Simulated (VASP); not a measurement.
# MgI2 (P-3m1) in VASP: further runs

MgI2 is run at these levels: PBE; tasks: single point.

Program: VASP 6.6.1. These are calculated values, not measurements. Logs are shortened: lines on timing, memory, paths and dates and some standing lists are left out, and cuts for length are marked.

### Step 1. The cell of the first run

It takes space group P-3m1 (No. 164, trigonal). The conventional cell has a = 4.273 Å, b = 4.273 Å, c = 7.935 Å, α = 90.00°, β = 90.00°, γ = 120.00°. Within 3.9 Å of Mg (site symmetry -3m) lie 6 I at 2.93 Å. I (site symmetry 3m) has 3 Mg at 2.93 Å within 3.9 Å.

### Step 2. Single point, PBE

INCAR

```
SYSTEM = MgI2
ALGO     = Normal         ! electronic algorithm
EDIFF    = 1E-7           ! SCF threshold, eV
ENCUT    = 520            ! plane-wave cutoff, eV
GGA      = PE             ! functional
ISIF     = 2              ! what is computed and relaxed
ISMEAR   = 0              ! smearing method
LASPH    = .TRUE.         ! aspherical terms in the spheres
LCHARG   = .FALSE.        ! write CHGCAR
LREAL    = .FALSE.        ! projectors in reciprocal space
LWAVE    = .FALSE.        ! write WAVECAR
NBANDS   = 15             ! bands
NELM     = 100            ! most SCF steps
PREC     = Accurate       ! precision mode
SIGMA    = 0.05           ! smearing width, eV
```

KPOINTS

```
k-points
0
G
  6 6 4
  0 0 0
```

POSCAR

```
MgI2
1.0
    4.2734827252      0.0000000000      0.0000000000
   -2.1367413626      3.7009446027      0.0000000000
    0.0000000000      0.0000000000      7.9347883382
Mg I
1 2
Direct
    0.0000000000      0.0000000000      0.0000000000
    0.3333333333      0.6666666667      0.8012283115
    0.6666666667      0.3333333333      0.1987716885
```

Potentials or basis: VASP PAW PBE potentials, release 64 (Mg, I).

Run with:

```bash
> cat potpaw_PBE.64/Mg/POTCAR potpaw_PBE.64/I/POTCAR > POTCAR
> mpirun -np 1 vasp_std > vasp.out
```

OUTCAR:

```text
SYSTEM = MgI2
   EDIFF = 1E-7
   ENCUT = 520
   GGA = PE
   ISIF = 2
   ISMEAR = 0
   LASPH = .TRUE.
   LREAL = .FALSE.
   NELM = 100
   PREC = Accurate

 ion  position               nearest neighbor table
   1  0.000  0.000  0.000-   2 2.93   3 2.93   3 2.93   2 2.93   3 2.93   2 2.93
   2  0.333  0.667  0.801-   1 2.93   1 2.93   1 2.93
   3  0.667  0.333  0.199-   1 2.93   1 2.93   1 2.93

  LATTYP: Found a hexagonal cell.
 ALAT       =     4.2734827252
 C/A-ratio  =     1.8567498334

  Lattice vectors:

 A1 = (   4.2734827252,   0.0000000000,   0.0000000000)
 A2 = (  -2.1367413626,   3.7009446027,   0.0000000000)
 A3 = (   0.0000000000,   0.0000000000,   7.9347883382)

Analysis of symmetry for initial positions (statically):
[... 33 lines left out ...]
                                     Primitive cell

  volume of cell :     125.4960

  direct lattice vectors                    reciprocal lattice vectors
     4.273482725  0.000000000  0.000000000     0.234001180  0.135100644  0.000000000
    -2.136741363  3.700944603  0.000000000     0.000000000  0.270201288  0.000000000
     0.000000000  0.000000000  7.934788338     0.000000000  0.000000000  0.126027306

  length of vectors
     4.273482725  4.273482725  7.934788338     0.270201288  0.270201288  0.126027306

  position of ions in fractional coordinates (direct lattice)
     0.000000000  0.000000000  0.000000000
     0.333333333  0.666666667  0.801228311
     0.666666667  0.333333333  0.198771689

  ion indices of the primitive-cell ions
   primitive index   ion index
                 1           1
                 2           2
                 3           3

----------------------------------------------------------------------------------------

 KPOINTS: k-points

Automatic generation of k-mesh.
 Grid dimensions read from file:
 generate k-points for:    6    6    4

 Generating k-lattice:

  Cartesian coordinates                     Fractional coordinates (reciprocal lattice)
     0.039000197  0.022516774  0.000000000     0.166666667 -0.000000000  0.000000000
     0.000000000  0.045033548  0.000000000     0.000000000  0.166666667  0.000000000
     0.000000000  0.000000000  0.031506827     0.000000000  0.000000000  0.250000000

  Length of vectors
     0.045033548  0.045033548  0.031506827

  Shift w.r.t. Gamma in fractional coordinates (k-lattice)
[... 8 lines left out ...]
            Coordinates               Weight
  0.000000  0.000000  0.000000      1.000000
  0.166667 -0.000000  0.000000      6.000000
  0.333333  0.000000  0.000000      6.000000
  0.500000 -0.000000  0.000000      3.000000
  0.166667  0.166667  0.000000      6.000000
  0.333333  0.166667  0.000000     12.000000
[... 16 lines left out ...]
  0.333333  0.166667  0.500000     12.000000
[... 5 lines left out ...]
   dimension x,y,z NGXF=    64 NGYF=   64 NGZF=  120
   ions per type =               1   2
   NGX,Y,Z   is equivalent  to a cutoff of  12.45, 12.45, 12.57 a.u.
   NGXF,Y,Z  is equivalent  to a cutoff of  24.90, 24.90, 25.14 a.u.
 SYSTEM =  MgI2
   PREC   = accura    normal or accurate (medium, high low for compatibility)
   ISTART =      0    job   : 0-new  1-cont  2-samecut
   ICHARG =      2    charge: 1-file 2-atom 10-const
   ISPIN  =      1    spin polarized calculation?
   LNONCOLLINEAR =      F non collinear calculations
   LSORBIT =      F    spin-orbit coupling
   LASPH  =      T    aspherical Exc in radial PAW
   ENCUT  =  520.0 eV  38.22 Ry    6.18 a.u.   7.95  7.95 14.75*2*pi/ulx,y,z
   NELM   =    100;   NELMIN=  2; NELMDL= -5     # of ELM steps
   EDIFF  = 0.1E-06   stopping-criterion for ELM
   LREAL  =      F    real-space projection
   EDIFFG = 0.1E-05   stopping-criterion for IOM
   NSW    =      0    number of steps for IOM
   IBRION =     -1    ionic relax: 0-MD 1-quasi-New 2-CG
[... 14 lines left out ...]
     AMIX     =   0.40;   BMIX     =  1.00
     AMIX_MAG =   1.60;   BMIX_MAG =  1.00
  volume/ion in A,a.u.               =      41.83       282.30
  Fermi-wavevector in a.u.,A,eV,Ry     =   0.823958  1.557054  9.237079  0.678906
  Thomas-Fermi vector in A             =   1.935559
   LORBIT       =      0    0 simple, 1 ext, 2 COOP (PROOUT), +10 PAW based schemes
   GGA     = PE    functional components
[... 6 lines left out ...]
 Gauss-broadening in eV      SIGMA  =   0.05
  energy-cutoff  :      520.00
  volume of cell :      125.50
 maximum number of plane-waves:      3408
   NGX = 15   NGY = 15   NGZ = 29

 number of electron      16.0000000 magnetization

 Free energy of the ion-electron system (eV)
  ---------------------------------------------------
  ext. energy  EPLUGINS =         0.00000000
  ---------------------------------------------------
  free energy    TOTEN  =        -7.70571753 eV

  energy without entropy =       -7.70571753  energy(sigma->0) =       -7.70571753

 E-fermi :   0.7439     XC(G=0):  -7.1760

 val. band max:        0.4621891746   @ k =   0.1667  -0.0000   0.0000
 cond. band min:       4.2082644689   @ k =   0.5000  -0.0000   0.2500
 fundamental gap:      3.7460752943
 Fermi energy:         0.7438544574

 k-point     1 :       0.0000    0.0000    0.0000
  band No.  band energies     occupation
      1     -11.2145      2.00000
      2     -10.5737      2.00000
      3      -2.2635      2.00000
      4       0.0834      2.00000
      5       0.0834      2.00000
      6       0.4105      2.00000
      7       0.4347      2.00000
      8       0.4347      2.00000
      9       4.2737      0.00000
     10       5.3130      0.00000
     11       7.0347      0.00000
     12       7.0347      0.00000
     13       7.3500      0.00000
     14       8.5519      0.00000
     15       8.5519      0.00000

 k-point     2 :       0.1667   -0.0000    0.0000
  band No.  band energies     occupation
      1     -11.0933      2.00000
      2     -10.5188      2.00000
      3      -2.1796      2.00000
      4      -0.8267      2.00000
      5      -0.2191      2.00000
      6      -0.2024      2.00000
      7       0.4047      2.00000
      8       0.4622      2.00000
      9       5.0278      0.00000
     10       5.8544      0.00000
     11       6.6040      0.00000
     12       7.4899      0.00000
     13       7.7435      0.00000
     14       8.3911      0.00000
     15       9.0082      0.00000

 k-point     3 :       0.3333    0.0000    0.0000
  band No.  band energies     occupation
      1     -10.8067      2.00000
      2     -10.4272      2.00000
      3      -2.4247      2.00000
      4      -1.8159      2.00000
      5      -0.7930      2.00000
      6      -0.6037      2.00000
      7       0.2364      2.00000
      8       0.2861      2.00000
      9       4.5965      0.00000
     10       6.0826      0.00000
     11       7.0069      0.00000
     12       7.9730      0.00000
     13       7.9780      0.00000
     14       8.7001      0.00000
     15       9.1805      0.00000

 k-point     4 :       0.5000   -0.0000    0.0000
  band No.  band energies     occupation
      1     -10.6084      2.00000
      2     -10.4213      2.00000
      3      -2.8352      2.00000
      4      -2.1104      2.00000
      5      -0.7674      2.00000
      6      -0.6462      2.00000
      7       0.0481      2.00000
      8       0.1411      2.00000
      9       4.2157      0.00000
     10       6.0719      0.00000
     11       6.6007      0.00000
     12       7.9646      0.00000
     13       8.3790      0.00000
     14       9.2398      0.00000
     15       9.3051      0.00000
[... 307 lines left out ...]
 k-point    22 :       0.1667    0.1667    0.5000
  band No.  band energies     occupation
      1     -10.8780      2.00000
      2     -10.4567      2.00000
      3      -2.1982      2.00000
      4      -1.5178      2.00000
      5      -1.0121      2.00000
      6      -0.1554      2.00000
      7      -0.1094      2.00000
      8       0.2766      2.00000
      9       5.2490      0.00000
     10       6.4231      0.00000
     11       7.0457      0.00000
     12       7.5161      0.00000
     13       7.7745      0.00000
     14       8.2267      0.00000
     15       9.0654      0.00000

 k-point    23 :       0.3333    0.1667    0.5000
  band No.  band energies     occupation
      1     -10.6166      2.00000
      2     -10.4146      2.00000
      3      -2.6356      2.00000
      4      -1.9878      2.00000
      5      -1.2824      2.00000
      6      -0.6673      2.00000
      7      -0.1007      2.00000
      8       0.2151      2.00000
      9       4.9425      0.00000
     10       6.5681      0.00000
     11       7.1782      0.00000
     12       7.4169      0.00000
     13       7.7770      0.00000
     14       9.0601      0.00000
     15       9.4537      0.00000

 k-point    24 :       0.3333    0.3333    0.5000
  band No.  band energies     occupation
      1     -10.4628      2.00000
      2     -10.4628      2.00000
      3      -2.5456      2.00000
      4      -1.8374      2.00000
      5      -1.8374      2.00000
      6      -1.1710      2.00000
      7       0.0803      2.00000
      8       0.0803      2.00000
      9       5.3508      0.00000
     10       7.0257      0.00000
     11       7.0257      0.00000
     12       8.4229      0.00000
     13       8.5038      0.00000
     14       8.7661      0.00000
     15       8.9747      0.00000

------------------------ aborting loop because EDIFF is reached ----------------------------------------

  FORCE on cell =-STRESS in cart. coord.  units (eV):
  Direction    XX          YY          ZZ          XY          YZ          ZX
  --------------------------------------------------------------------------------------
  -------------------------------------------------------------------------------------
  Total       -0.0147319     -0.0147319      1.0591154     -0.0000000     -0.0000000      0.0000000
  in kB       -0.1880791     -0.1880791     13.5214718     -0.0000000     -0.0000000      0.0000000
  external PRESSURE =       4.3817712 kB  Pullay stress =       0.0000000 kB

 VOLUME and BASIS-vectors are now :
 -----------------------------------------------------------------------------
  energy-cutoff  :      520.00
  volume of cell :      125.50
      direct lattice vectors                 reciprocal lattice vectors
     4.273482725  0.000000000  0.000000000     0.234001180  0.135100644  0.000000000
    -2.136741363  3.700944603  0.000000000     0.000000000  0.270201288  0.000000000
     0.000000000  0.000000000  7.934788338     0.000000000  0.000000000  0.126027306

 POSITION                                       TOTAL-FORCE (eV/Angst)
 -----------------------------------------------------------------------------------
      0.00000      0.00000      0.00000        -0.000000      0.000000      0.000000
     -0.00000      2.46730      6.35758         0.000000     -0.000000     -0.344440
      2.13674      1.23365      1.57721         0.000000      0.000000      0.344440
 -----------------------------------------------------------------------------------
    total drift:                               -0.000000      0.000000     -0.000000

  FREE ENERGIE OF THE ION-ELECTRON SYSTEM (eV)
  ---------------------------------------------------
  free  energy   TOTEN  =        -7.7057175260 eV

  energy  without entropy=       -7.7057175260  energy(sigma->0) =       -7.70571753
```

Run time: 26 s. Hardware: 1 thread of AMD EPYC 9R45 (Zen 5), shared host; peak memory 0.22 GiB.

What came out:

| Property | Result |
| --- | --- |
| Free energy | -7.7057 eV |
| Pressure | 0.4 GPa |
| Largest force | 0.344 eV/Å |
| Band gap on the k mesh | 3.75 eV, indirect (least direct gap 3.84 eV) |

Forces in eV/Å, atoms in the order of the input:
```
Mg   0.000  0.000  0.000
I    0.000  0.000 -0.344
I    0.000  0.000  0.344
```

Caveat: spin-orbit coupling is left out, which moves the levels of the heavy elements; this functional lacks dispersion, which binds the layers, so the pressure and a relaxed spacing across them are unreliable. A k mesh can miss the band edges.

### Step 3. Single point, PBE

This run uses another cell than the first one, of 42.47 Å³/atom, 1.015 times its volume.

INCAR

```
ALGO = Normal
EDIFF = 1E-6
ENCUT = 520
GGA = PE
ISIF = 2
ISMEAR = 0
LASPH = True
LCHARG = True
LELF = True
LREAL = False
LVHAR = True
LWAVE = False
NBANDS = 15
NELM = 80
PREC = Accurate
SIGMA = 0.05
```

KPOINTS

```
k-points
0
Gamma
  6 6 4
```

POSCAR

```
MgI2
1.0
    4.2950988506      0.0000000000      0.0000000000
   -2.1475494253      3.7196647164      0.0000000000
    0.0000000000      0.0000000000      7.9749240755
Mg I
1 2
Direct
    0.0000000000      0.0000000000      0.0000000000
    0.3333333333      0.6666666667      0.7705052557
    0.6666666667      0.3333333333      0.2294947443
```

Potentials or basis: VASP PAW PBE potentials, release 64 (Mg, I).

Run with:

```bash
> cat potpaw_PBE.64/Mg/POTCAR potpaw_PBE.64/I/POTCAR > POTCAR
> mpirun -np 1 vasp_std > vasp.out
```

Run time: 30 s. Hardware: 1 thread of Intel Xeon Platinum 8375C at 2.90GHz (Ice Lake), shared host; peak memory 0.25 GiB.

Results (log left out):

```yaml
Free_energy: -7.5763 eV
Pressure: -2.5 GPa
Largest_force: 0.738 eV/Å
Band_gap_on_the_k_mesh: 3.15 eV, direct
```

Forces on the atoms (eV/Å):
```
Mg   0.000  0.000  0.000
I    0.000  0.000  0.738
I    0.000  0.000 -0.738
```

Stress tensor (GPa, compression positive):
```
-2.06  0.00  0.00
 0.00 -2.06  0.00
 0.00  0.00 -3.37
```

Levels at points of the mesh, in eV from the valence-band top:
```csv
k point,band 6,band 7,band 8,band 9,band 10,band 11
"(0.00, 0.00, 0.00)",-0.19,0.00,0.00,3.15,4.85,6.64
"(0.50, 0.00, 0.00)",-0.92,-0.72,-0.38,3.35,5.16,5.63
"(0.00, 0.00, 0.50)",-0.16,-0.03,-0.03,3.85,4.77,6.59
"(0.50, 0.00, 0.50)",-0.87,-0.71,-0.44,3.22,5.10,5.71
```

Caveat: spin-orbit coupling is left out, which moves the levels of the heavy elements; this functional lacks dispersion, which binds the layers, so the pressure and a relaxed spacing across them are unreliable. As with any semilocal functional, this PBE gap is likely too small.

(Continued in part 2 of 3.)
